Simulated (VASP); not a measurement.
# CO2 (Pa-3) in VASP: notebook, part 2 of 2

VASP 6.6.1. Earlier steps stand in the parts before.

### 3 Single point, PBE (20.30 Å³/atom)

This run uses another cell than the first one, of 20.30 Å³/atom.

INCAR reads:

```
  PREC = Accurate
  ENCUT = 1340
  EDIFF = 1E-6
  ISMEAR = 0
  SIGMA = 0.05
  LREAL = False
  LASPH = True
  NELM = 120
  ALGO = Normal
  ISIF = 2
  LWAVE = False
  LCHARG = True
  GGA = PE
  LELF = True
  LVHAR = True
  NBANDS = 44
  GGA_COMPAT = False
```

KPOINTS reads:

```
regular mesh
0
Gamma
  4 4 4
```

POSCAR reads:

```
CO2
1.0
    6.2456908964      0.0000000000      0.0000000000
    0.0000000000      6.2456908964      0.0000000000
    0.0000000000      0.0000000000      6.2456908964
C O
4 8
Direct
    0.0000000000      0.0000000000      0.0000000000
    0.5000000000      0.0000000000      0.5000000000
    0.5000000000      0.5000000000      0.0000000000
    0.0000000000      0.5000000000      0.5000000000
    0.1114834447      0.1114834447      0.1114834447
    0.3885165553      0.8885165553      0.6114834447
    0.6114834447      0.3885165553      0.8885165553
    0.8885165553      0.6114834447      0.3885165553
    0.8885165553      0.8885165553      0.8885165553
    0.6114834447      0.1114834447      0.3885165553
    0.3885165553      0.6114834447      0.1114834447
    0.1114834447      0.3885165553      0.6114834447
```

Potentials or basis: VASP PAW PBE potentials, release 64 (C_h, O_h).

Run with:

```console
$ cat potpaw_PBE.64/C_h/POTCAR potpaw_PBE.64/O_h/POTCAR > POTCAR
$ mpirun -np 1 vasp_std > vasp.out
```

OUTCAR:

```text
PREC = Accurate
   ENCUT = 1340
   EDIFF = 1E-6
   ISMEAR = 0
   LREAL = False
   LASPH = True
   NELM = 120
   ISIF = 2
   GGA = PE

 ion  position               nearest neighbor table
   1  0.000  0.000  0.000-   5 1.21   9 1.21
   2  0.500  0.000  0.500-   6 1.21  10 1.21
   3  0.500  0.500  0.000-   7 1.21  11 1.21
   4  0.000  0.500  0.500-   8 1.21  12 1.21
   5  0.111  0.111  0.111-   1 1.21
   6  0.389  0.889  0.611-   2 1.21
   7  0.611  0.389  0.889-   3 1.21
   8  0.889  0.611  0.389-   4 1.21
   9  0.889  0.889  0.889-   1 1.21
  10  0.611  0.111  0.389-   2 1.21
  11  0.389  0.611  0.111-   3 1.21
  12  0.111  0.389  0.611-   4 1.21

  LATTYP: Found a simple cubic cell.
 ALAT       =     6.2456908964

  Lattice vectors:

 A1 = (   6.2456908964,   0.0000000000,   0.0000000000)
 A2 = (   0.0000000000,   6.2456908964,   0.0000000000)
 A3 = (   0.0000000000,   0.0000000000,   6.2456908964)

Analysis of symmetry for initial positions (statically):
=====================================================================
 Subroutine PRICEL returns:
 Original cell was already a primitive cell.

 Routine SETGRP: Setting up the symmetry group for a
 simple cubic supercell.

 Subroutine GETGRP returns: Found 24 space group operations
 (whereof  6 operations were pure point group operations)
 out of a pool of 48 trial point group operations.

The static configuration has the point symmetry S_6 .
 The point group associated with its full space group is T_h .

Analysis of symmetry for dynamics (positions and initial velocities):
=====================================================================
 Subroutine PRICEL returns:
 Original cell was already a primitive cell.

 Routine SETGRP: Setting up the symmetry group for a
 simple cubic supercell.

 Subroutine GETGRP returns: Found 24 space group operations
 (whereof  6 operations were pure point group operations)
 out of a pool of 48 trial point group operations.

The dynamic configuration has the point symmetry S_6 .
 The point group associated with its full space group is T_h .

 Subroutine INISYM returns: Found 24 space group operations
 (whereof  6 operations are pure point group operations),
 and found     1 'primitive' translations

----------------------------------------------------------------------------------------

                                     Primitive cell

  volume of cell :     243.6360

  direct lattice vectors                    reciprocal lattice vectors
     6.245690896  0.000000000  0.000000000     0.160110389  0.000000000  0.000000000
     0.000000000  6.245690896  0.000000000     0.000000000  0.160110389  0.000000000
     0.000000000  0.000000000  6.245690896     0.000000000  0.000000000  0.160110389

  length of vectors
     6.245690896  6.245690896  6.245690896     0.160110389  0.160110389  0.160110389

  position of ions in fractional coordinates (direct lattice)
     0.000000000  0.000000000  0.000000000
     0.500000000  0.000000000  0.500000000
     0.500000000  0.500000000  0.000000000
[... 63 lines left out ...]
  0.500000  0.500000  0.500000      1.000000
   k-points           NKPTS =     11   k-points in BZ     NKDIM =     11   number of bands    NBANDS=     44
   number of dos      NEDOS =    301   number of ions     NIONS =     12
   total plane-waves  NPLWV = 512000
   dimension x,y,z NGX =    80 NGY =   80 NGZ =   80
   dimension x,y,z NGXF=   160 NGYF=  160 NGZF=  160
   ions per type =               4   8
   NGX,Y,Z   is equivalent  to a cutoff of  21.29, 21.29, 21.29 a.u.
   NGXF,Y,Z  is equivalent  to a cutoff of  42.59, 42.59, 42.59 a.u.
 SYSTEM =  unknown system
   PREC   = accura    normal or accurate (medium, high low for compatibility)
   ISTART =      0    job   : 0-new  1-cont  2-samecut
   ICHARG =      2    charge: 1-file 2-atom 10-const
   ISPIN  =      1    spin polarized calculation?
   LNONCOLLINEAR =      F non collinear calculations
   LSORBIT =      F    spin-orbit coupling
   LASPH  =      T    aspherical Exc in radial PAW
   ENCUT  = 1340.0 eV  98.49 Ry    9.92 a.u.  18.64 18.64 18.64*2*pi/ulx,y,z
   NELM   =    120;   NELMIN=  2; NELMDL= -5     # of ELM steps
   EDIFF  = 0.1E-05   stopping-criterion for ELM
   LREAL  =      F    real-space projection
   EDIFFG = 0.1E-04   stopping-criterion for IOM
   NSW    =      0    number of steps for IOM
   IBRION =     -1    ionic relax: 0-MD 1-quasi-New 2-CG
   NFREE  =      0    steps in history (QN), initial steepest desc. (CG)
   ISIF   =      2    stress and relaxation
   ISYM   =      2    0-nonsym 1-usesym 2-fastsym
   POTIM  = 0.5000    time-step for ionic-motion
   TEBEG  =    0.0;   TEEND  =   0.0 temperature during run
   PSTRESS=    0.0 pullay stress
   NELECT =      64.0000    total number of electrons
   NUPDOWN=      -1.0000    fix difference up-down
   EMIN   =  10.00;   EMAX   =-10.00  energy-range for DOS
   EFERMI =   0.00;   METHOD = LEGACY
   ISMEAR =     0;   SIGMA  =   0.05  broadening in eV -4-tet -1-fermi 0-gaus
   EFERMI_NEDOS =   21; number of points for ismear=-14 and -15
   IALGO  =     38    algorithm
   IMIX   =      4    mixing-type and parameters
     AMIX     =   0.40;   BMIX     =  1.00
     AMIX_MAG =   1.60;   BMIX_MAG =  1.00
  volume/ion in A,a.u.               =      20.30       137.01
  Fermi-wavevector in a.u.,A,eV,Ry     =   1.048466  1.981313 14.956624  1.099281
  Thomas-Fermi vector in A             =   2.183389
   LORBIT       =      0    0 simple, 1 ext, 2 COOP (PROOUT), +10 PAW based schemes
   GGA     = PE    functional components
   LHFCALC =     F    Hartree Fock is set to
   AEXX    =    0.0000 exact exchange contribution
   IVDW    =     0    specifies the selected vdW correction
   LEPSILON=     F    determine dielectric tensor
   LRPA    =     F    only Hartree local field effects (RPA)
 non-spin polarized calculation
 Gauss-broadening in eV      SIGMA  =   0.05
  energy-cutoff  :     1340.00
  volume of cell :      243.64
 maximum number of plane-waves:     27214
 NGX is ok and might be reduce to    80
   NGX = 37   NGY = 37   NGZ = 37

 number of electron      63.9999995 magnetization

 Free energy of the ion-electron system (eV)
  ---------------------------------------------------
  ext. energy  EPLUGINS =         0.00000000
  ---------------------------------------------------
  free energy    TOTEN  =       -92.83748809 eV

  energy without entropy =      -92.83748809  energy(sigma->0) =      -92.83748809

 E-fermi :  -4.4825     XC(G=0):  -6.5853

 val. band max:       -4.7759952179   @ k =   0.0000   0.0000   0.0000
 cond. band min:       1.5727282961   @ k =   0.0000   0.0000   0.0000
 fundamental gap:      6.3487235140
 Fermi energy:        -4.4824741909

 k-point     1 :       0.0000    0.0000    0.0000
  band No.  band energies     occupation
      1     -24.6222      2.00000
      2     -24.5528      2.00000
      3     -24.5528      2.00000
      4     -24.5528      2.00000
      5     -23.5804      2.00000
      6     -23.5804      2.00000
[... 506 lines left out ...]
     43       3.9421      0.00000
     44       3.9421      0.00000

------------------------ aborting loop because EDIFF is reached ----------------------------------------

  FORCE on cell =-STRESS in cart. coord.  units (eV):
  Direction    XX          YY          ZZ          XY          YZ          ZX
  --------------------------------------------------------------------------------------
  -------------------------------------------------------------------------------------
  Total      -10.9894136    -10.9894136    -10.9894136      0.0000000      0.0000000     -0.0000000
  in kB      -72.2676014    -72.2676014    -72.2676014      0.0000000      0.0000000     -0.0000000
  external PRESSURE =     -72.2676014 kB  Pullay stress =       0.0000000 kB

 VOLUME and BASIS-vectors are now :
 -----------------------------------------------------------------------------
  energy-cutoff  :     1340.00
  volume of cell :      243.64
      direct lattice vectors                 reciprocal lattice vectors
     6.245690896  0.000000000  0.000000000     0.160110389  0.000000000  0.000000000
     0.000000000  6.245690896  0.000000000     0.000000000  0.160110389  0.000000000
     0.000000000  0.000000000  6.245690896     0.000000000  0.000000000  0.160110389

 POSITION                                       TOTAL-FORCE (eV/Angst)
 -----------------------------------------------------------------------------------
      0.00000      0.00000      0.00000         0.000000      0.000000      0.000000
      3.12285      0.00000      3.12285         0.000000      0.000000      0.000000
      3.12285      3.12285      0.00000         0.000000      0.000000      0.000000
      0.00000      3.12285      3.12285         0.000000      0.000000      0.000000
      0.69629      0.69629      0.69629        -1.885181     -1.885181     -1.885181
      2.42655      5.54940      3.81914         1.885181      1.885181     -1.885181
      3.81914      2.42655      5.54940        -1.885181      1.885181      1.885181
      5.54940      3.81914      2.42655         1.885181     -1.885181      1.885181
      5.54940      5.54940      5.54940         1.885181      1.885181      1.885181
      3.81914      0.69629      2.42655        -1.885181     -1.885181      1.885181
      2.42655      3.81914      0.69629         1.885181     -1.885181     -1.885181
      0.69629      2.42655      3.81914        -1.885181      1.885181     -1.885181
 -----------------------------------------------------------------------------------
    total drift:                               -0.000000     -0.000000      0.000000

  FREE ENERGIE OF THE ION-ELECTRON SYSTEM (eV)
  ---------------------------------------------------
  free  energy   TOTEN  =       -92.8374880935 eV

  energy  without entropy=      -92.8374880935  energy(sigma->0) =      -92.83748809
```

Wall time 16 min (1 thread of Intel Xeon Platinum 8259CL at 2.50GHz (Skylake/Cascade Lake), shared host); peak memory 1.1 GiB.

What came out:

* Free energy: -92.8375 eV
* Pressure: -7.2 GPa
* Largest force: 3.265 eV/Å
* Band gap on the k mesh: 6.35 eV

Forces on the atoms (eV/Å):
```
C    0.000  0.000  0.000
C    0.000  0.000  0.000
C    0.000  0.000  0.000
C    0.000  0.000  0.000
O   -1.885 -1.885 -1.885
O    1.885  1.885 -1.885
O   -1.885  1.885  1.885
O    1.885 -1.885  1.885
O    1.885  1.885  1.885
O   -1.885 -1.885  1.885
O    1.885 -1.885 -1.885
O   -1.885  1.885 -1.885
```

Levels at points of the mesh, in eV from the valence-band top:
```
           k point  band 29  band 30  band 31  band 32  band 33  band 34  band 35  band 36
(0.00, 0.00, 0.00)    -0.09    -0.09     0.00     0.00     6.35     7.66     7.66     7.66
(0.50, 0.00, 0.00)    -0.14    -0.14    -0.04    -0.04     7.55     7.55     7.63     7.63
(0.50, 0.50, 0.00)    -0.14    -0.14    -0.14    -0.14     7.62     7.62     7.62     7.62
(0.50, 0.50, 0.50)    -0.15    -0.15    -0.15    -0.15     7.63     7.63     7.63     7.63
```

Caveat: the cell stands under tension; this functional lacks dispersion, which holds the molecules together, so the pressure and a relaxed volume are unreliable; forces of over 1 eV/Å act on the atoms, so gaps and moduli don't describe the material at rest. A k mesh can miss the band edges.
